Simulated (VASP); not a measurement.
# ZnS (R3m) in VASP: a series of runs

Runs on ZnS. Level: r2SCAN. Tasks: single point.

Everything below comes from runs of VASP 6.6.1. Logs are shortened: lines on timing, memory, paths and dates and some standing lists are left out, and cuts for length are marked.

## 1. The cell of the first run

It takes space group R3m (No. 160, trigonal). Conventional cell: a = 3.411 Å, b = 3.411 Å, c = 11.781 Å, α = 90.00°, β = 90.00°, γ = 120.00°. Zn (site symmetry 3m) has 3 S at 2.20 Å within 2.9 Å. S (site symmetry 3m) has 3 Zn at 2.20 Å within 2.9 Å.

## 2. Single point, r2SCAN

POSCAR

```
ZnS
1.0
    0.6592709901      3.0712380269      3.0712380269
    3.0712380269      0.6592709901      3.0712380269
    3.0712380269      3.0712380269      0.6592709901
Zn S
1 1
Direct
    0.0000000000      0.0000000000      0.0000000000
    0.7500000000      0.7500000000      0.7500000000
```

INCAR.step1

```
PREC = Accurate
ENCUT = 520
ISMEAR = 0
SIGMA = 0.05
LREAL = False
LASPH = True
NELM = 100
NBANDS = 16
GGA = PE
ALGO = Normal
EDIFF = 1E-4
LWAVE = True
LCHARG = False
```

INCAR.step2

```
PREC = Accurate
ENCUT = 520
EDIFF = 1E-6
ISMEAR = 0
SIGMA = 0.05
LREAL = False
LASPH = True
NELM = 100
ALGO = Normal
ISIF = 2
LWAVE = False
LCHARG = False
METAGGA = R2SCAN
LMIXTAU = True
NBANDS = 16
ISTART = 1
```

KPOINTS

```
Automatic mesh
0
Gamma
  8 8 8
```

Potentials or basis: VASP PAW PBE potentials, release 64 (Zn, S).

Launch:

```sh
$ cat potpaw_PBE.64/Zn/POTCAR potpaw_PBE.64/S/POTCAR > POTCAR
$ cp INCAR.step1 INCAR
$ mpirun -np 1 vasp_std > vasp.out
$ cp INCAR.step2 INCAR
$ mpirun -np 1 vasp_std > vasp.out
```

OUTCAR:

```text
PREC = Accurate
   ENCUT = 520
   EDIFF = 1E-6
   ISMEAR = 0
   LREAL = False
   LASPH = True
   NELM = 100
   ISIF = 2
   METAGGA = R2SCAN
   ISTART = 1

 ion  position               nearest neighbor table
   1  0.000  0.000  0.000-   2 2.20   2 2.20   2 2.20
   2  0.750  0.750  0.750-   1 2.20   1 2.20   1 2.20

  LATTYP: Found a trigonal (rhomboedric) cell.
 ALAT       =     4.3931360409
 COS(alpha) =     0.6985651702

  Lattice vectors:

 A1 = (   0.6592709901,   3.0712380269,   3.0712380269)
 A2 = (   3.0712380269,   0.6592709901,   3.0712380269)
 A3 = (   3.0712380269,   3.0712380269,   0.6592709901)

Analysis of symmetry for initial positions (statically):
=====================================================================
 Subroutine PRICEL returns:
 Original cell was already a primitive cell.

 Routine SETGRP: Setting up the symmetry group for a
 trigonal (rhombohedral) supercell.

 Subroutine GETGRP returns: Found  6 space group operations
 (whereof  6 operations were pure point group operations)
 out of a pool of 12 trial point group operations.

The static configuration has the point symmetry C_3v.

Analysis of symmetry for dynamics (positions and initial velocities):
=====================================================================
 Subroutine PRICEL returns:
 Original cell was already a primitive cell.

 Routine SETGRP: Setting up the symmetry group for a
 trigonal (rhombohedral) supercell.

 Subroutine GETGRP returns: Found  6 space group operations
 (whereof  6 operations were pure point group operations)
 out of a pool of 12 trial point group operations.

The dynamic configuration has the point symmetry C_3v.

 Subroutine INISYM returns: Found  6 space group operations
 (whereof  6 operations are pure point group operations),
 and found     1 'primitive' translations

----------------------------------------------------------------------------------------

                                     Primitive cell

  volume of cell :      39.5697

  direct lattice vectors                    reciprocal lattice vectors
     0.659270990  3.071238027  3.071238027    -0.227392559  0.187206805  0.187206805
     3.071238027  0.659270990  3.071238027     0.187206805 -0.227392559  0.187206805
     3.071238027  3.071238027  0.659270990     0.187206805  0.187206805 -0.227392559

  length of vectors
     4.393136041  4.393136041  4.393136041     0.348998785  0.348998785  0.348998785

  position of ions in fractional coordinates (direct lattice)
     0.000000000  0.000000000  0.000000000
     0.750000000  0.750000000  0.750000000

  ion indices of the primitive-cell ions
   primitive index   ion index
                 1           1
                 2           2

----------------------------------------------------------------------------------------

 KPOINTS: Automatic mesh

Automatic generation of k-mesh.
 Grid dimensions read from file:
 generate k-points for:    8    8    8

 Generating k-lattice:

  Cartesian coordinates                     Fractional coordinates (reciprocal lattice)
    -0.028424070  0.023400851  0.023400851     0.125000000 -0.000000000 -0.000000000
     0.023400851 -0.028424070  0.023400851    -0.000000000  0.125000000 -0.000000000
     0.023400851  0.023400851 -0.028424070    -0.000000000 -0.000000000  0.125000000

  Length of vectors
     0.043624848  0.043624848  0.043624848

  Shift w.r.t. Gamma in fractional coordinates (k-lattice)
     0.000000000  0.000000000  0.000000000

 Subroutine IBZKPT returns following result:
 ===========================================

 Found     65 irreducible k-points:

 Following reciprocal coordinates:
            Coordinates               Weight
  0.000000  0.000000  0.000000      1.000000
  0.125000  0.000000  0.000000      6.000000
  0.250000  0.000000  0.000000      6.000000
  0.375000  0.000000  0.000000      6.000000
  0.500000  0.000000  0.000000      3.000000
  0.125000  0.125000  0.000000      6.000000
[... 16 lines left out ...]
  0.250000  0.125000  0.125000      6.000000
  0.375000  0.125000  0.125000      6.000000
 [... further k-points ...]
   k-points           NKPTS =     65   k-points in BZ     NKDIM =     65   number of bands    NBANDS=     16
   number of dos      NEDOS =    301   number of ions     NIONS =      2
   total plane-waves  NPLWV =  46656
   dimension x,y,z NGX =    36 NGY =   36 NGZ =   36
   dimension x,y,z NGXF=    72 NGYF=   72 NGZF=   72
   ions per type =               1   1
   NGX,Y,Z   is equivalent  to a cutoff of  13.62, 13.62, 13.62 a.u.
   NGXF,Y,Z  is equivalent  to a cutoff of  27.25, 27.25, 27.25 a.u.
 SYSTEM =  unknown system
   PREC   = accura    normal or accurate (medium, high low for compatibility)
   ISTART =      1    job   : 0-new  1-cont  2-samecut
   ICHARG =      0    charge: 1-file 2-atom 10-const
   ISPIN  =      1    spin polarized calculation?
   LNONCOLLINEAR =      F non collinear calculations
   LSORBIT =      F    spin-orbit coupling
   LASPH  =      T    aspherical Exc in radial PAW
   ENCUT  =  520.0 eV  38.22 Ry    6.18 a.u.   8.17  8.17  8.17*2*pi/ulx,y,z
   NELM   =    100;   NELMIN=  2; NELMDL=  0     # of ELM steps
   EDIFF  = 0.1E-05   stopping-criterion for ELM
   LREAL  =      F    real-space projection
   EDIFFG = 0.1E-04   stopping-criterion for IOM
   NSW    =      0    number of steps for IOM
   IBRION =     -1    ionic relax: 0-MD 1-quasi-New 2-CG
   NFREE  =      0    steps in history (QN), initial steepest desc. (CG)
   ISIF   =      2    stress and relaxation
   ISYM   =      2    0-nonsym 1-usesym 2-fastsym
   POTIM  = 0.5000    time-step for ionic-motion
   TEBEG  =    0.0;   TEEND  =   0.0 temperature during run
   PSTRESS=    0.0 pullay stress
   NELECT =      18.0000    total number of electrons
   NUPDOWN=      -1.0000    fix difference up-down
   EMIN   =  10.00;   EMAX   =-10.00  energy-range for DOS
   EFERMI =   0.00;   METHOD = LEGACY
   ISMEAR =     0;   SIGMA  =   0.05  broadening in eV -4-tet -1-fermi 0-gaus
   EFERMI_NEDOS =   21; number of points for ismear=-14 and -15
   IALGO  =     38    algorithm
   IMIX   =      4    mixing-type and parameters
     AMIX     =   0.40;   BMIX     =  1.00
     AMIX_MAG =   1.60;   BMIX_MAG =  1.00
  volume/ion in A,a.u.               =      19.78       133.51
[... 32 lines left out ...]
 Fermi energy:         2.8209245480

 k-point     1 :       0.0000    0.0000    0.0000
  band No.  band energies     occupation
      1     -12.0736      2.00000
      2      -4.8919      2.00000
      3      -4.8919      2.00000
      4      -4.8170      2.00000
      5      -4.3088      2.00000
      6      -4.3088      2.00000
[... 8 lines left out ...]
     15      15.0961      0.00000
     16      15.0961      0.00000

 k-point     2 :       0.1250    0.0000    0.0000
  band No.  band energies     occupation
      1     -11.9089      2.00000
      2      -4.9141      2.00000
      3      -4.8617      2.00000
      4      -4.7644      2.00000
      5      -4.3254      2.00000
      6      -4.3034      2.00000
[... 8 lines left out ...]
     15      14.5642      0.00000
     16      16.2410      0.00000

 k-point     3 :       0.2500    0.0000    0.0000
  band No.  band energies     occupation
      1     -11.4716      2.00000
      2      -4.9293      2.00000
      3      -4.7995      2.00000
      4      -4.6451      2.00000
      5      -4.3449      2.00000
      6      -4.2736      2.00000
[... 8 lines left out ...]
     15      14.9445      0.00000
     16      15.2198      0.00000

 k-point     4 :       0.3750    0.0000    0.0000
  band No.  band energies     occupation
      1     -10.9594      2.00000
      2      -4.8711      2.00000
      3      -4.7576      2.00000
      4      -4.4975      2.00000
      5      -4.2805      2.00000
      6      -4.2134      2.00000
[... 8 lines left out ...]
     15      15.2287      0.00000
     16      17.0408      0.00000

 k-point     5 :       0.5000    0.0000    0.0000
  band No.  band energies     occupation
      1     -10.7167      2.00000
      2      -4.8247      2.00000
      3      -4.7468      2.00000
      4      -4.3950      2.00000
      5      -4.1784      2.00000
      6      -4.0051      2.00000
[... 8 lines left out ...]
     15      14.4535      0.00000
     16      18.9529      0.00000

 k-point     6 :       0.1250    0.1250    0.0000
  band No.  band energies     occupation
      1     -11.8948      2.00000
      2      -4.9202      2.00000
      3      -4.8583      2.00000
      4      -4.7548      2.00000
      5      -4.3290      2.00000
      6      -4.2998      2.00000
[... 8 lines left out ...]
     15      15.0549      0.00000
     16      16.5102      0.00000

 k-point     7 :       0.2500    0.1250    0.0000
  band No.  band energies     occupation
      1     -11.5817      2.00000
      2      -4.9251      2.00000
      3      -4.8226      2.00000
      4      -4.6624      2.00000
      5      -4.3477      2.00000
      6      -4.2800      2.00000
[... 8 lines left out ...]
     15      14.7702      0.00000
     16      17.2837      0.00000

 k-point     8 :       0.3750    0.1250    0.0000
  band No.  band energies     occupation
      1     -11.0962      2.00000
      2      -4.8692      2.00000
      3      -4.7632      2.00000
      4      -4.5512      2.00000
      5      -4.3430      2.00000
      6      -4.2162      2.00000
[... 8 lines left out ...]
     15      14.7740      0.00000
     16      17.0318      0.00000

 k-point     9 :       0.5000    0.1250    0.0000
  band No.  band energies     occupation
      1     -10.7120      2.00000
      2      -4.8453      2.00000
      3      -4.6749      2.00000
      4      -4.3804      2.00000
      5      -4.2678      2.00000
      6      -4.0720      2.00000
[... 8 lines left out ...]
     15      15.6687      0.00000
     16      16.6559      0.00000
[... 172 lines left out ...]
 k-point    19 :       0.5000    0.3750    0.0000
  band No.  band energies     occupation
      1     -10.6409      2.00000
      2      -4.9265      2.00000
      3      -4.6578      2.00000
      4      -4.3252      2.00000
      5      -4.2339      2.00000
      6      -4.1008      2.00000
[... 8 lines left out ...]
     15      15.4249      0.00000
     16      16.8931      0.00000

 k-point    20 :      -0.3750    0.3750    0.0000
  band No.  band energies     occupation
      1     -10.5058      2.00000
      2      -4.9045      2.00000
      3      -4.4867      2.00000
      4      -4.3370      2.00000
      5      -4.2845      2.00000
      6      -3.8641      2.00000
[... 8 lines left out ...]
     15      14.9052      0.00000
     16      16.2576      0.00000

 k-point    21 :       0.5000    0.5000    0.0000
  band No.  band energies     occupation
      1     -10.6156      2.00000
      2      -4.9594      2.00000
      3      -4.6893      2.00000
      4      -4.2805      2.00000
      5      -4.1728      2.00000
      6      -4.1038      2.00000
[... 8 lines left out ...]
     15      16.8370      0.00000
     16      17.4085      0.00000

 k-point    22 :       0.1250    0.1250    0.1250
  band No.  band energies     occupation
      1     -12.0313      2.00000
      2      -4.8880      2.00000
      3      -4.8880      2.00000
      4      -4.8066      2.00000
      5      -4.3084      2.00000
      6      -4.3084      2.00000
[... 8 lines left out ...]
     15      15.0444      0.00000
     16      15.2709      0.00000

 k-point    23 :       0.2500    0.1250    0.1250
  band No.  band energies     occupation
      1     -11.8443      2.00000
      2      -4.8995      2.00000
      3      -4.8565      2.00000
      4      -4.7483      2.00000
      5      -4.3199      2.00000
      6      -4.3060      2.00000
[... 8 lines left out ...]
     15      14.2242      0.00000
     16      16.6287      0.00000

 k-point    24 :       0.3750    0.1250    0.1250
  band No.  band energies     occupation
      1     -11.4009      2.00000
      2      -4.8934      2.00000
      3      -4.7933      2.00000
      4      -4.6183      2.00000
      5      -4.3342      2.00000
      6      -4.2770      2.00000
[... 8 lines left out ...]
     15      14.7307      0.00000
     16      15.3387      0.00000

 [... further k-points ...]
[... 5 lines left out ...]
  --------------------------------------------------------------------------------------
  -------------------------------------------------------------------------------------
  Total        2.5091382      2.5091382      2.5091382     -2.6682002     -2.6682002     -2.6682002
  in kB      101.5949092    101.5949092    101.5949092   -108.0353257   -108.0353257   -108.0353257
  external PRESSURE =     101.5949092 kB  Pullay stress =       0.0000000 kB

 VOLUME and BASIS-vectors are now :
 -----------------------------------------------------------------------------
  energy-cutoff  :      520.00
  volume of cell :       39.57
      direct lattice vectors                 reciprocal lattice vectors
     0.659270990  3.071238027  3.071238027    -0.227392559  0.187206805  0.187206805
     3.071238027  0.659270990  3.071238027     0.187206805 -0.227392559  0.187206805
     3.071238027  3.071238027  0.659270990     0.187206805  0.187206805 -0.227392559

 POSITION                                       TOTAL-FORCE (eV/Angst)
 -----------------------------------------------------------------------------------
      0.00000      0.00000      0.00000        -0.217238     -0.217238     -0.217238
      5.10131      5.10131      5.10131         0.217238      0.217238      0.217238
 -----------------------------------------------------------------------------------
    total drift:                                0.001388      0.001388      0.001388

  FREE ENERGIE OF THE ION-ELECTRON SYSTEM (eV)
  ---------------------------------------------------
  free  energy   TOTEN  =       -17.8284778621 eV

  energy  without entropy=      -17.8284736217  energy(sigma->0) =      -17.82847574
```

It took 2.3 min on 1 thread of AMD EPYC 9R45 (Zen 5), shared host; peak memory 0.2 GiB.

What came out:

```yaml
Free_energy: -17.8285 eV
Pressure: 10.2 GPa
Largest_force: 0.376 eV/Å
Band_gap_on_the_k_mesh: 0.19 eV, direct
```

Forces in eV/Å, atoms in the order of the input:
```
Zn  -0.217 -0.217 -0.217
S    0.217  0.217  0.217
```

Caveat: the PAW data sets were made with another functional, which shifts forces and pressure a little.

## 3. Single point, r2SCAN

This run uses another cell than the first one, of the same volume but with other edges.

POSCAR

```
ZnS
1.0
   -0.8551245756      2.3515925830      2.3515925830
    2.3515925830     -0.8551245756      2.3515925830
    2.3515925830      2.3515925830     -0.8551245756
Zn S
1 1
Direct
    0.0000000000      0.0000000000      0.0000000000
    0.7500000000      0.7500000000      0.7500000000
```

Edit INCAR.step1 of step 2 so:

```diff
@@ -6,3 +6,3 @@
 LASPH = True
-NELM = 100
+NELM = 60
 NBANDS = 16
```

INCAR.step2

```
PREC = Accurate
ENCUT = 520
EDIFF = 1E-6
ISMEAR = 0
SIGMA = 0.05
LREAL = False
LASPH = True
NELM = 60
ALGO = Normal
ISIF = 2
LWAVE = False
LCHARG = True
METAGGA = R2SCAN
LMIXTAU = True
LELF = True
LVHAR = True
NBANDS = 16
ISTART = 1
```

KPOINTS

```
regular mesh
0
Gamma
  8 8 8
```

Potentials or basis: VASP PAW PBE potentials, release 64 (Zn, S).

Launch:

```sh
$ cat potpaw_PBE.64/Zn/POTCAR potpaw_PBE.64/S/POTCAR > POTCAR
$ cp INCAR.step1 INCAR
$ mpirun -np 1 vasp_std > vasp.out
$ cp INCAR.step2 INCAR
$ mpirun -np 1 vasp_std > vasp.out
```

Wall time 86 s (1 thread of AMD EPYC 9R45 (Zen 5), shared host); peak memory 0.16 GiB.

It converged, with:

| Item | Value |
| --- | --- |
| Free energy | -13.8330 eV |
| Pressure | 45.7 GPa |
| Largest force | 20.010 eV/Å |
| Band gap on the k mesh | 1.26 eV, indirect (least direct gap 1.50 eV) |

Forces on the atoms (eV/Å):
```
Zn   11.553  11.553  11.553
S   -11.553 -11.553 -11.553
```

Stress tensor (GPa, compression positive):
```
45.73 51.15 51.15
51.15 45.73 51.15
51.15 51.15 45.73
```

Levels at points of the mesh, in eV from the valence-band top:
```
           k point  band 5  band 6  band 7  band 8  band 9  band 10  band 11  band 12  band 13  band 14
(0.00, 0.00, 0.00)   -7.35   -7.35   -0.67   -0.24   -0.24     1.26     4.96     4.96    12.92    14.17
(0.50, 0.00, 0.00)   -7.38   -7.20   -5.33   -0.37    0.00     3.75     6.36     7.08    10.27    10.50
(0.50, 0.50, 0.00)   -7.29   -7.19   -4.61   -3.86   -0.15     1.83     6.57     9.41    10.21    11.59
(0.50, 0.50, 0.50)   -7.37   -7.24   -4.48   -2.75   -2.75     1.90     4.78     4.78     7.42    15.80
```

Caveat: the PAW data sets were made with another functional, which shifts forces and pressure a little. A k mesh can miss the band edges.

## 4. Single point, r2SCAN

This run uses another cell than the first one, of the same volume but with other edges.

POSCAR

```
ZnS
1.0
   -0.2855210271      2.5696892437      2.5696892437
    2.5696892437     -0.2855210271      2.5696892437
    2.5696892437      2.5696892437     -0.2855210271
Zn S
1 1
Direct
    0.0000000000      0.0000000000      0.0000000000
    0.7500000000      0.7500000000      0.7500000000
```

INCAR.step1

```
SYSTEM = ZnS
ALGO = Normal
EDIFF = 1E-4
ENCUT = 520
GGA = PE
ISMEAR = 0
LASPH = .TRUE.
LCHARG = .FALSE.
LREAL = .FALSE.
LWAVE = .TRUE.
NBANDS = 16
NELM = 80
PREC = Accurate
SIGMA = 0.05
```

INCAR.step2

```
SYSTEM = ZnS
ALGO = Normal
EDIFF = 1E-6
ENCUT = 520
ISIF = 2
ISMEAR = 0
ISTART = 1
LASPH = .TRUE.
LCHARG = .FALSE.
LMIXTAU = .TRUE.
LREAL = .FALSE.
LWAVE = .FALSE.
METAGGA = R2SCAN
NBANDS = 16
NELM = 80
PREC = Accurate
SIGMA = 0.05
```

KPOINTS

```
k-points
0
G
  8 8 8
  0 0 0
```

Launch:

```sh
$ cat potpaw_PBE.64/Zn/POTCAR potpaw_PBE.64/S/POTCAR > POTCAR
$ cp INCAR.step1 INCAR
$ mpirun -np 1 vasp_std > vasp.out
$ cp INCAR.step2 INCAR
$ mpirun -np 1 vasp_std > vasp.out
```

It took 88 s on 1 thread of AMD EPYC 9R45 (Zen 5), shared host; peak memory 0.15 GiB.

It converged, with:

- Free energy: -18.5090 eV
- Pressure: 3.0 GPa
- Largest force: 1.969 eV/Å
- Band gap on the k mesh: 2.21 eV, direct

Forces in eV/Å, atoms in the order of the input:
```
Zn   1.137  1.137  1.137
S   -1.137 -1.137 -1.137
```

Stress tensor (GPa, compression positive):
```
2.97 9.57 9.57
9.57 2.97 9.57
9.57 9.57 2.97
```

Levels at points of the mesh, in eV from the valence-band top:
```
           k point  band 6  band 7  band 8  band 9  band 10  band 11  band 12  band 13
(0.00, 0.00, 0.00)   -6.21   -0.29   -0.29    0.00     2.21     6.02     6.02     8.92
(0.50, 0.00, 0.00)   -6.05   -5.42   -0.81   -0.76     3.91     6.78     8.24     9.21
(0.50, 0.50, 0.00)   -6.00   -4.78   -2.96   -1.75     3.13     4.88    10.54    12.10
(0.50, 0.50, 0.50)   -6.10   -5.38   -1.68   -1.68     2.72     6.47     6.47     9.18
```

Caveat: the PAW data sets were made with another functional, which shifts forces and pressure a little.

## 5. The runs side by side

| cell | gap on the mesh (eV) | pressure (GPa) | largest force (eV/Å) |
| --- | --- | --- | --- |
| a = 4.393 Å, angles 45.7°, 2 atoms | 0.19 | 10.2 | 0.38 |
| a = 3.434 Å, angles 82.7°, 2 atoms | 1.26 | 45.7 | 20.01 |
| a = 3.645 Å, angles 67.3°, 2 atoms | 2.21 | 3.0 | 1.97 |

Alike in all rows: task single point; level r2SCAN; potentials or basis VASP PAW PBE potentials, release 64 (Zn, S); no spin polarisation; k mesh 8 × 8 × 8; cutoff (eV) 520; smearing gaussian 0.05 eV.

Caveats: the PAW data sets were made with another functional, which shifts forces and pressure a little.

Total energies depend on the potentials used, so only differences within one code and one set of settings carry meaning.
